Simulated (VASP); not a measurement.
Runs of VASP 6.6.1 on Ti. The structure is that of space group P6_3/mmc (No. 194), or close to it. The cells are those of the table. 

```tsv
task	level	cell	k mesh	cutoff (eV)	gap on the mesh (eV)	pressure (GPa)
relaxation of cell and atoms	PBE	relaxed from a = 2.950, b = 2.950, c = 4.685 Å, angles 90.0, 90.0, 120.0°, 2 atoms	8 × 8 × 4	600	none	0.1
single point	PBE	a = 2.941, b = 2.941, c = 4.628 Å, angles 90.0, 90.0, 120.0°, 2 atoms	8 × 8 × 4	520	none	-0.2
single point	r2SCAN	a = 2.932, b = 2.932, c = 4.638 Å, angles 90.0, 90.0, 120.0°, 2 atoms	16 × 16 × 10	520	none	0.7
single point	r2SCAN	a = 2.935, b = 2.935, c = 4.642 Å, angles 90.0, 90.0, 120.0°, 2 atoms	16 × 16 × 10	520	none	0.4
single point	r2SCAN	a = 2.936, b = 2.936, c = 4.644 Å, angles 90.0, 90.0, 120.0°, 2 atoms	16 × 16 × 10	520	none	(a)
```

Alike in all rows: potentials or basis VASP PAW PBE potentials, release 64 (Ti_sv); no spin polarisation; smearing gaussian 0.05 eV.

Fill in the values left out.

(a) 0.2.

Caveats: the PAW data sets were made with another functional, which shifts forces and pressure a little (at least some runs).

A gap of «none» marks levels without a gap at the run's occupations.
